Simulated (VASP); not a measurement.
Here is a VASP 6.6.1 calculation.

INCAR

```
ALGO = Normal ; EDIFF = 1E-7
ENCUT = 520 ; GGA = CA
ISIF = 2 ; ISMEAR = -1
LASPH = T ; LCHARG = F
LREAL = F ; LWAVE = F
NBANDS = 8 ; NELM = 80
PREC = Accurate ; SIGMA = 0.13605693000000002
```

File KPOINTS:

```
k-points
0
Gamma
  15 15 15
```

File POSCAR:

```
Si
1.0
    0.0000000000      1.9060747398      1.9060747398
    1.9060747398      0.0000000000      1.9060747398
    1.9060747398      1.9060747398      0.0000000000
Si
1
Direct
    0.0000000000      0.0000000000      0.0000000000
```

Potentials or basis: VASP PAW LDA potentials, release 64 (Si).

Run with:

```bash
$ cat potpaw_LDA.64/Si/POTCAR > POTCAR
$ mpirun -np 1 vasp_std > vasp.out
```

(1) What does it give for the pressure?

(2) What does it give for the band gap on the k mesh?

## Answers

(1) 0.5 GPa.

(2) zero (band 2 reaches 22.22 eV, above the bottom of band 3 at 7.73 eV).
